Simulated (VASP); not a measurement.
Wanted: the native input for a VASP 6.6.1 run.

| Item | Value |
| --- | --- |
| Task | single point |
| Functional | PBEsol |
| Potentials or basis | VASP PAW PBE potentials, release 64 (Pb_d, O) |
| Cutoff | 520 eV |
| k mesh | 6 × 6 × 6 |
| Occupations | gaussian, width 0.01 eV |
| Spin | no spin polarisation |
| Dipole correction | no |
| Further INCAR settings | ALGO = Normal; EDIFF = 1e-06; NBANDS = 28 |

The structure of PbO lies in POSCAR:

```
PbO
1.0
    3.9223598142      0.0000000000      0.0000000000
    0.0000000000      3.9223598142      0.0000000000
    0.0000000000      0.0000000000      4.9250683382
Pb O
2 2
Direct
    0.0000000000      0.5000000000      0.2400000000
    0.5000000000      0.0000000000      0.7600000000
    0.0000000000      0.0000000000      0.0000000000
    0.5000000000      0.5000000000      0.0000000000
```

The input as run:

INCAR

```
  PREC = Accurate
  ENCUT = 520
  EDIFF = 1E-6
  ISMEAR = 0
  SIGMA = 0.01
  LREAL = False
  LASPH = True
  NELM = 100
  ALGO = Normal
  ISIF = 2
  LWAVE = False
  LCHARG = True
  GGA = PS
  LELF = True
  LVHAR = True
  NBANDS = 28
```

KPOINTS

```
regular mesh
0
Gamma
  6 6 6
```

Potentials or basis: VASP PAW PBE potentials, release 64 (Pb_d, O).

The run is started by

```sh
$ cat potpaw_PBE.64/Pb_d/POTCAR potpaw_PBE.64/O/POTCAR > POTCAR
$ mpirun -np 1 vasp_std > vasp.out
```

Results of the run:

```yaml
Pressure: 3.8 GPa
Largest_force: 0.417 eV/Å
Band_gap_on_the_k_mesh: 1.01 eV (least direct gap 2.20 eV)
```

Caveat: the cell stands under pressure; the PAW data sets were made with another functional, which shifts forces and pressure a little; spin-orbit coupling is left out, which moves the levels of the heavy elements.

Run time: 2.1 min on 1 thread of Intel Xeon 8259CL, with other jobs on the host, peak memory 0.22 GiB.
